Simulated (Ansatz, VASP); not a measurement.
# Two plane-wave programs on GaAs3

```
Ga As
1.0
     4.68703    0.00000    0.00000
     0.00000    4.68703    0.00000
     0.00000    0.00000    4.68703
Ga As
1 3
Direct
  0.50000 0.50000 0.50000
  0.00000 0.50000 0.50000
  0.50000 0.00000 0.50000
  0.50000 0.50000 0.00000
```

Alike in both runs: task single point; functional PBE; k mesh 4 × 4 × 4; occupations gaussian, width 0.1 eV; no spin polarisation.

```csv
,VASP,Ansatz
version,VASP 6.6.1,Ansatz 0.2.0
potentials or method,"VASP PAW PBE potentials, release 64 (Ga_d, As), cutoff 520 eV","scalar-relativistic, plane waves, PAW"
valence electrons in the cell,28,58
```

```csv
,VASP,Ansatz,Ansatz less VASP
gap on the k mesh at the Fermi level (eV),none,none,-
pressure (GPa),11.4,11.3,-0.15
```

A gap of «none» marks a metal or a gap that the smearing closes. With one functional, cell and mesh, what is left measures potentials, basis and numerics. VASP's potentials hold 28 valence electrons a cell and Ansatz's 58, so a difference there can come from the potentials and not from the codes.
